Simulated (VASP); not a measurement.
# Mn (P6_3/mmc) in VASP: further runs

Runs on Mn. Level: PBEsol. Tasks: single point, relaxation of cell and atoms.

Program: VASP 6.6.1. These are calculated values, not measurements. Logs are shortened: lines on timing, memory, paths and dates and some standing lists are left out, and cuts for length are marked.

## (1) The cell of the first run

The structure is hexagonal, space group P6_3/mmc (No. 194). The conventional cell has a = 2.451 Å, b = 2.451 Å, c = 3.965 Å, α = 90.00°, β = 90.00°, γ = 120.00°. Mn (site symmetry -6m2) has 12 Mn at 2.44 to 2.45 Å within 3.2 Å.

## (2) Single point, PBEsol

INCAR

```
SYSTEM = Mn
ALGO = Normal ; EDIFF = 1E-7
ENCUT = 520 ; GGA = PS
ISIF = 2 ; ISMEAR = 0
LASPH = .True. ; LCHARG = .False.
LREAL = .False. ; LWAVE = .False.
NBANDS = 20 ; NELM = 80
PREC = Accurate ; SIGMA = 0.1
```

KPOINTS

```
k-points
0
Gamma
  21 21 10
  0 0 0
```

POSCAR

```
Mn
1.0
    2.4514628600      0.0000000000      0.0000000000
   -1.2257314300      2.1230291132      0.0000000000
    0.0000000000      0.0000000000      3.9653255092
Mn
2
Direct
    0.6666666667      0.3333333333      0.7500000000
    0.3333333333      0.6666666667      0.2500000000
```

Potentials or basis: VASP PAW PBE potentials, release 64 (Mn_pv).

Launch:

```
cat potpaw_PBE.64/Mn_pv/POTCAR > POTCAR
mpirun -np 1 vasp_std > vasp.out
```

OUTCAR:

```text
SYSTEM = Mn
   EDIFF = 1E-7
   ENCUT = 520
   GGA = PS
   ISIF = 2
   ISMEAR = 0
   LASPH = .True.
   LREAL = .False.
   NELM = 80
   PREC = Accurate

 ion  position               nearest neighbor table
   1  0.667  0.333  0.750-   2 2.44   2 2.44   2 2.44   2 2.44   2 2.44   2 2.44
   2  0.333  0.667  0.250-   1 2.44   1 2.44   1 2.44   1 2.44   1 2.44   1 2.44

  LATTYP: Found a hexagonal cell.
 ALAT       =     2.4514628600
 C/A-ratio  =     1.6175344012

  Lattice vectors:

 A1 = (   2.4514628600,   0.0000000000,   0.0000000000)
 A2 = (  -1.2257314300,   2.1230291132,   0.0000000000)
 A3 = (   0.0000000000,   0.0000000000,   3.9653255092)

Analysis of symmetry for initial positions (statically):
=====================================================================
 Subroutine PRICEL returns:
 Original cell was already a primitive cell.

 Routine SETGRP: Setting up the symmetry group for a
 hexagonal supercell.

 Subroutine GETGRP returns: Found 24 space group operations
 (whereof 12 operations were pure point group operations)
 out of a pool of 24 trial point group operations.

The static configuration has the point symmetry D_3d.
 The point group associated with its full space group is D_6h.

Analysis of symmetry for dynamics (positions and initial velocities):
=====================================================================
 Subroutine PRICEL returns:
 Original cell was already a primitive cell.

 Routine SETGRP: Setting up the symmetry group for a
 hexagonal supercell.

 Subroutine GETGRP returns: Found 24 space group operations
 (whereof 12 operations were pure point group operations)
 out of a pool of 24 trial point group operations.

The dynamic configuration has the point symmetry D_3d.
 The point group associated with its full space group is D_6h.

 Subroutine INISYM returns: Found 24 space group operations
 (whereof 12 operations are pure point group operations),
 and found     1 'primitive' translations

----------------------------------------------------------------------------------------

                                     Primitive cell

  volume of cell :      20.6376

  direct lattice vectors                    reciprocal lattice vectors
     2.451462860  0.000000000  0.000000000     0.407919702  0.235512550  0.000000000
    -1.225731430  2.123029113  0.000000000     0.000000000  0.471025100  0.000000000
     0.000000000  0.000000000  3.965325509     0.000000000  0.000000000  0.252186106

  length of vectors
     2.451462860  2.451462860  3.965325509     0.471025100  0.471025100  0.252186106

  position of ions in fractional coordinates (direct lattice)
     0.666666667  0.333333333  0.750000000
     0.333333333  0.666666667  0.250000000

  ion indices of the primitive-cell ions
   primitive index   ion index
                 1           1
                 2           2

----------------------------------------------------------------------------------------

 KPOINTS: k-points

Automatic generation of k-mesh.
 Grid dimensions read from file:
 generate k-points for:   21   21   10

 Generating k-lattice:

  Cartesian coordinates                     Fractional coordinates (reciprocal lattice)
     0.019424748  0.011214883  0.000000000     0.047619048  0.000000000  0.000000000
     0.000000000  0.022429767  0.000000000     0.000000000  0.047619048  0.000000000
     0.000000000  0.000000000  0.025218611     0.000000000  0.000000000  0.100000000

  Length of vectors
     0.022429767  0.022429767  0.025218611

  Shift w.r.t. Gamma in fractional coordinates (k-lattice)
     0.000000000  0.000000000  0.000000000

 Subroutine IBZKPT returns following result:
 ===========================================

 Found    288 irreducible k-points:

 Following reciprocal coordinates:
            Coordinates               Weight
  0.000000  0.000000  0.000000      1.000000
  0.047619 -0.000000  0.000000      6.000000
  0.095238  0.000000  0.000000      6.000000
  0.142857 -0.000000  0.000000      6.000000
  0.190476  0.000000  0.000000      6.000000
  0.238095  0.000000  0.000000      6.000000
[... 16 lines left out ...]
  0.142857  0.095238  0.000000     12.000000
  0.190476  0.095238  0.000000     12.000000
 [... further k-points ...]
   k-points           NKPTS =    288   k-points in BZ     NKDIM =    288   number of bands    NBANDS=     20
   number of dos      NEDOS =    301   number of ions     NIONS =      2
   total plane-waves  NPLWV =   9720
   dimension x,y,z NGX =    18 NGY =   18 NGZ =   30
   dimension x,y,z NGXF=    36 NGYF=   36 NGZF=   60
   ions per type =               2
   NGX,Y,Z   is equivalent  to a cutoff of  12.21, 12.21, 12.58 a.u.
   NGXF,Y,Z  is equivalent  to a cutoff of  24.41, 24.41, 25.15 a.u.
 SYSTEM =  Mn
   PREC   = accura    normal or accurate (medium, high low for compatibility)
   ISTART =      0    job   : 0-new  1-cont  2-samecut
   ICHARG =      2    charge: 1-file 2-atom 10-const
   ISPIN  =      1    spin polarized calculation?
   LNONCOLLINEAR =      F non collinear calculations
   LSORBIT =      F    spin-orbit coupling
   LASPH  =      T    aspherical Exc in radial PAW
   ENCUT  =  520.0 eV  38.22 Ry    6.18 a.u.   4.56  4.56  7.37*2*pi/ulx,y,z
   NELM   =     80;   NELMIN=  2; NELMDL= -5     # of ELM steps
   EDIFF  = 0.1E-06   stopping-criterion for ELM
   LREAL  =      F    real-space projection
   EDIFFG = 0.1E-05   stopping-criterion for IOM
   NSW    =      0    number of steps for IOM
   IBRION =     -1    ionic relax: 0-MD 1-quasi-New 2-CG
   NFREE  =      0    steps in history (QN), initial steepest desc. (CG)
   ISIF   =      2    stress and relaxation
   ISYM   =      2    0-nonsym 1-usesym 2-fastsym
   POTIM  = 0.5000    time-step for ionic-motion
   TEBEG  =    0.0;   TEEND  =   0.0 temperature during run
   PSTRESS=    0.0 pullay stress
   NELECT =      26.0000    total number of electrons
   NUPDOWN=      -1.0000    fix difference up-down
   EMIN   =  10.00;   EMAX   =-10.00  energy-range for DOS
   EFERMI =   0.00;   METHOD = LEGACY
   ISMEAR =     0;   SIGMA  =   0.10  broadening in eV -4-tet -1-fermi 0-gaus
   EFERMI_NEDOS =   21; number of points for ismear=-14 and -15
   IALGO  =     38    algorithm
   IMIX   =      4    mixing-type and parameters
     AMIX     =   0.40;   BMIX     =  1.00
     AMIX_MAG =   1.60;   BMIX_MAG =  1.00
  volume/ion in A,a.u.               =      10.32        69.63
  Fermi-wavevector in a.u.,A,eV,Ry     =   1.768123  3.341269 42.535355  3.126260
  Thomas-Fermi vector in A             =   2.835373
   LORBIT       =      0    0 simple, 1 ext, 2 COOP (PROOUT), +10 PAW based schemes
   GGA     = PS    functional components
   LHFCALC =     F    Hartree Fock is set to
   AEXX    =    0.0000 exact exchange contribution
   IVDW    =     0    specifies the selected vdW correction
   LEPSILON=     F    determine dielectric tensor
   LRPA    =     F    only Hartree local field effects (RPA)
 non-spin polarized calculation
 Gauss-broadening in eV      SIGMA  =   0.10
  energy-cutoff  :      520.00
  volume of cell :       20.64
 maximum number of plane-waves:       574
   NGX =  9   NGY =  9   NGZ = 15

 number of electron      26.0000021 magnetization

 Free energy of the ion-electron system (eV)
  ---------------------------------------------------
  ext. energy  EPLUGINS =         0.00000000
  ---------------------------------------------------
  free energy    TOTEN  =       -19.42159247 eV

  energy without entropy =      -19.40728077  energy(sigma->0) =      -19.41443662

 E-fermi :  10.7772     XC(G=0): -14.4373

 val. band max:       10.7765869814   @ k =   0.4286   0.0952   0.2000
 cond. band min:      10.7819572622   @ k =   0.1429   0.0952   0.2000
 fundamental gap:      0.0053702808
 Fermi energy:        10.7772444144

 k-point     1 :       0.0000    0.0000    0.0000
  band No.  band energies     occupation
      1     -37.4148      2.00000
      2     -36.6489      2.00000
      3     -36.6489      2.00000
      4     -36.5292      2.00000
      5     -36.5292      2.00000
      6     -36.5194      2.00000
[... 12 lines left out ...]
     19      20.5384      0.00000
     20      31.8166      0.00000

 k-point     2 :       0.0476   -0.0000    0.0000
  band No.  band energies     occupation
      1     -37.4082      2.00000
      2     -36.6634      2.00000
      3     -36.6536      2.00000
      4     -36.5443      2.00000
      5     -36.5312      2.00000
      6     -36.5219      2.00000
[... 12 lines left out ...]
     19      20.5369      0.00000
     20      31.7044      0.00000

 k-point     3 :       0.0952    0.0000    0.0000
  band No.  band energies     occupation
      1     -37.3888      2.00000
      2     -36.7056      2.00000
      3     -36.6670      2.00000
      4     -36.5879      2.00000
      5     -36.5374      2.00000
      6     -36.5292      2.00000
[... 12 lines left out ...]
     19      20.5343      0.00000
     20      31.1752      0.00000

 k-point     4 :       0.1429   -0.0000    0.0000
  band No.  band energies     occupation
      1     -37.3575      2.00000
      2     -36.7719      2.00000
      3     -36.6877      2.00000
      4     -36.6554      2.00000
      5     -36.5475      2.00000
      6     -36.5416      2.00000
[... 12 lines left out ...]
     19      20.5355      0.00000
     20      29.9035      0.00000

 k-point     5 :       0.1905    0.0000    0.0000
  band No.  band energies     occupation
      1     -37.3158      2.00000
      2     -36.8568      2.00000
      3     -36.7397      2.00000
      4     -36.7133      2.00000
      5     -36.5609      2.00000
      6     -36.5592      2.00000
[... 12 lines left out ...]
     19      20.5457      0.00000
     20      28.1571      0.00000

 k-point     6 :       0.2381    0.0000    0.0000
  band No.  band energies     occupation
      1     -37.2659      2.00000
      2     -36.9529      2.00000
      3     -36.8327      2.00000
      4     -36.7416      2.00000
      5     -36.5820      2.00000
      6     -36.5764      2.00000
[... 12 lines left out ...]
     19      20.5602      0.00000
     20      26.3123      0.00000

 k-point     7 :       0.2857   -0.0000    0.0000
  band No.  band energies     occupation
      1     -37.2103      2.00000
      2     -37.0516      2.00000
      3     -36.9258      2.00000
      4     -36.7700      2.00000
      5     -36.6096      2.00000
      6     -36.5928      2.00000
[... 12 lines left out ...]
     19      20.5280      0.00000
     20      24.5904      0.00000
[... 277 lines left out ...]
 k-point    20 :       0.4286    0.0476    0.0000
  band No.  band energies     occupation
      1     -37.2914      2.00000
      2     -37.1449      2.00000
      3     -37.0286      2.00000
      4     -36.8461      2.00000
      5     -36.7213      2.00000
      6     -36.6439      2.00000
[... 12 lines left out ...]
     19      22.3102      0.00000
     20      23.2620      0.00000

 k-point    21 :       0.4762    0.0476    0.0000
  band No.  band energies     occupation
      1     -37.3059      2.00000
      2     -37.1575      2.00000
      3     -37.0132      2.00000
      4     -36.8504      2.00000
      5     -36.7326      2.00000
      6     -36.6466      2.00000
[... 12 lines left out ...]
     19      22.7875      0.00000
     20      23.4613      0.00000

 k-point    22 :       0.0952    0.0952    0.0000
  band No.  band energies     occupation
      1     -37.3393      2.00000
      2     -36.7965      2.00000
      3     -36.7395      2.00000
      4     -36.6567      2.00000
      5     -36.5624      2.00000
      6     -36.5492      2.00000
[... 12 lines left out ...]
     19      20.5445      0.00000
     20      29.6403      0.00000

 k-point    23 :       0.1429    0.0952    0.0000
  band No.  band energies     occupation
      1     -37.2985      2.00000
      2     -36.8686      2.00000
      3     -36.8094      2.00000
      4     -36.6939      2.00000
      5     -36.5819      2.00000
      6     -36.5668      2.00000
[... 12 lines left out ...]
     19      20.5721      0.00000
     20      28.1675      0.00000

 k-point    24 :       0.1905    0.0952    0.0000
  band No.  band energies     occupation
      1     -37.2497      2.00000
      2     -36.9557      2.00000
      3     -36.8839      2.00000
      4     -36.7343      2.00000
      5     -36.6024      2.00000
      6     -36.5897      2.00000
[... 12 lines left out ...]
     19      20.6197      0.00000
     20      26.3716      0.00000

 [... further k-points ...]

------------------------ aborting loop because EDIFF is reached ----------------------------------------

  FORCE on cell =-STRESS in cart. coord.  units (eV):
  Direction    XX          YY          ZZ          XY          YZ          ZX
  --------------------------------------------------------------------------------------
  -------------------------------------------------------------------------------------
  Total        0.0033430      0.0033430     -0.0262321      0.0000000      0.0000000      0.0000000
  in kB        0.2595299      0.2595299     -2.0364954      0.0000000      0.0000000      0.0000000
  external PRESSURE =      -0.5058119 kB  Pullay stress =       0.0000000 kB

 VOLUME and BASIS-vectors are now :
 -----------------------------------------------------------------------------
  energy-cutoff  :      520.00
  volume of cell :       20.64
      direct lattice vectors                 reciprocal lattice vectors
     2.451462860  0.000000000  0.000000000     0.407919702  0.235512550  0.000000000
    -1.225731430  2.123029113  0.000000000     0.000000000  0.471025100  0.000000000
     0.000000000  0.000000000  3.965325509     0.000000000  0.000000000  0.252186106

 POSITION                                       TOTAL-FORCE (eV/Angst)
 -----------------------------------------------------------------------------------
      1.22573      0.70768      2.97399        -0.000000      0.000000      0.000000
     -0.00000      1.41535      0.99133         0.000000     -0.000000      0.000000
 -----------------------------------------------------------------------------------
    total drift:                               -0.000000      0.000000     -0.000000

  FREE ENERGIE OF THE ION-ELECTRON SYSTEM (eV)
  ---------------------------------------------------
  free  energy   TOTEN  =       -19.4215924741 eV

  energy  without entropy=      -19.4072807685  energy(sigma->0) =      -19.41443662
```

Wall time 84 s (1 thread of Intel Xeon 6975P-C, shared host); peak memory 0.2 GiB.

Results:

```
Free energy            : -19.4216 eV
Pressure               : -0.1 GPa
Band gap on the k mesh : zero (band 13 reaches 11.98 eV, above the bottom of band 14 at 9.69 eV)
```

Stress tensor (GPa, compression positive):
```
 0.03  0.00  0.00
 0.00  0.03  0.00
 0.00  0.00 -0.20
```

Caveat: the PAW data sets were made with another functional, which shifts forces and pressure a little; the run has no spin polarisation, though such a crystal can be magnetic. Spin polarisation is off, so any magnetic state and its effect on volume and gap are missing.

## (3) Relaxation of cell and atoms, PBEsol

INCAR

```
SYSTEM = Mn
PREC = Accurate
ENCUT = 600
EDIFF = 1E-6
ISMEAR = 0
SIGMA = 0.1
LREAL = .FALSE.
LASPH = .TRUE.
NELM = 100
ALGO = Fast
ISIF = 3
LWAVE = .FALSE.
LCHARG = .FALSE.
GGA = PS
IBRION = 2
NSW = 100
EDIFFG = -0.005
```

KPOINTS

```
Automatic mesh
0
G
  21 21 10
  0 0 0
```

POSCAR

```
Mn
1.0
    2.4512550581      0.0000000000      0.0000000000
   -1.2256275290      2.1228491514      0.0000000000
    0.0000000000      0.0000000000      3.9656879050
Mn
2
Direct
    0.6666666667      0.3333333333      0.7500000000
    0.3333333333      0.6666666667      0.2500000000
```

Potentials or basis: VASP PAW PBE potentials, release 64 (Mn_pv).

Launch:

```
cat potpaw_PBE.64/Mn_pv/POTCAR > POTCAR
mpirun -np 1 vasp_std > vasp.out
```

It took 5.2 min on 1 thread of Intel Xeon 6975P-C, shared host; peak memory 0.23 GiB.

The run converged. Its results:

```
Free energy                            : -19.4214 eV
Relaxed volume                         : 10.31 Å³/atom
Relaxed cell                           : a = 2.452 Å, b = 2.452 Å, c = 3.963 Å, α = 90.00°, β = 90.00°, γ = 120.00°
Space group after relaxing (to 0.05 Å) : P6_3/mmc (No. 194)
Energy gained by relaxing              : 0.0 meV/atom
Ionic steps                            : 10
Pressure after relaxing                : 0.0 GPa
Band gap on the k mesh                 : zero (band 13 reaches 11.99 eV, above the bottom of band 14 at 9.69 eV)
```

Stress tensor (GPa, compression positive):
```
-0.05  0.00  0.00
 0.00 -0.05  0.00
 0.00  0.00  0.06
```

Final structure:
```
Mn
1.0
     2.45167    0.00000    0.00000
    -1.22584    2.12321    0.00000
     0.00000    0.00000    3.96259
Mn
2
Direct
  0.66667 0.33333 0.75000
  0.33333 0.66667 0.25000
```

Levels at points of the mesh, in eV from the Fermi level:
| k point | band 10 | band 11 | band 12 | band 13 | band 14 | band 15 | band 16 | band 17 |
| --- | --- | --- | --- | --- | --- | --- | --- | --- |
| (0.00, 0.00, 0.00) | -1.01 | -1.01 | -0.50 | -0.50 | 0.04 | 0.04 | 0.81 | 1.71 |
| (0.00, 0.00, 0.50) | -1.61 | -1.09 | -1.09 | -1.09 | -1.09 | 1.27 | 1.27 | 1.27 |

Caveat: the PAW data sets were made with another functional, which shifts forces and pressure a little; the run has no spin polarisation, though such a crystal can be magnetic. Spin polarisation is off, so any magnetic state and its effect on volume and gap are missing.

## (4) Single point, PBEsol, collinear spin, ferromagnetic start

This run uses another cell than the first one, of 10.75 Å³/atom, 1.042 times its volume.

INCAR

```
SYSTEM = Mn
PREC     = Accurate       ! precision mode
ENCUT    = 500            ! plane-wave cutoff, eV
EDIFF    = 1E-6           ! SCF threshold, eV
ISMEAR   = 0              ! smearing method
SIGMA    = 0.1            ! smearing width, eV
LREAL    = .FALSE.        ! projectors in reciprocal space
LASPH    = .TRUE.         ! aspherical terms in the spheres
NELM     = 200            ! most SCF steps
ALGO     = Normal         ! electronic algorithm
ISIF     = 2              ! what is computed and relaxed
LWAVE    = .FALSE.        ! write WAVECAR
LCHARG   = .TRUE.         ! write CHGCAR
ISPIN    = 2              ! spin polarisation
MAGMOM   = 4 4            ! initial moments
LORBIT   = 11             ! projections on sites
LMAXMIX  = 4              ! l up to which the mixer works
GGA      = PS             ! functional
LELF     = .TRUE.         ! ELF
LVHAR    = .TRUE.       
NBANDS   = 24             ! bands
GGA_COMPAT= .FALSE.
```

KPOINTS

```
regular mesh
0
G
  9 9 4
  0 0 0
```

POSCAR

```
Mn
1.0
    2.4836457705      0.0000000000      0.0000000000
   -1.2418228852      2.1509003313      0.0000000000
    0.0000000000      0.0000000000      4.0261950000
Mn
2
Direct
    0.6666666700      0.3333333300      0.7500000000
    0.3333333300      0.6666666700      0.2500000000
```

Launch:

```
cat potpaw_PBE.64/Mn_pv/POTCAR > POTCAR
mpirun -np 1 vasp_std > vasp.out
```

Run time: 34 s. Hardware: 1 thread of AMD EPYC 7R43 (Zen 3), shared host; peak memory 0.11 GiB.

It converged, with:

```
Free energy                                           : -19.3845 eV
Pressure                                              : -11.6 GPa
Band gap on the k mesh                                : zero (filled and empty bands overlap)
Net moment                                            : 0.00 μB per cell
Valence electrons inside the program's atomic spheres : Mn 11.99
```

Stress tensor (GPa, compression positive):
```
-11.50   0.00   0.00
  0.00 -11.50   0.00
  0.00   0.00 -11.94
```

Levels at points of the mesh, in eV from the Fermi level:
Spin up:
| k point | band 10 | band 11 | band 12 | band 13 | band 14 | band 15 | band 16 | band 17 |
| --- | --- | --- | --- | --- | --- | --- | --- | --- |
| (0.00, 0.00, 0.00) | -0.94 | -0.94 | -0.47 | -0.47 | 0.06 | 0.06 | 0.72 | 1.61 |
| (0.00, 0.00, 0.50) | -1.53 | -1.02 | -1.02 | -1.02 | -1.02 | 1.19 | 1.19 | 1.19 |
Spin down:
```csv
k point,band 11,band 12,band 13,band 14,band 15,band 16
"(0.00, 0.00, 0.00)",-0.94,-0.47,-0.47,0.06,0.06,0.72
"(0.00, 0.00, 0.50)",-1.02,-1.02,-1.02,-1.02,1.19,1.19
```

Caveat: the k points lie up to 0.39 Å⁻¹ apart; the starting moments collapsed, and a magnetic state may lie lower; the PAW data sets were made with another functional, which shifts forces and pressure a little.
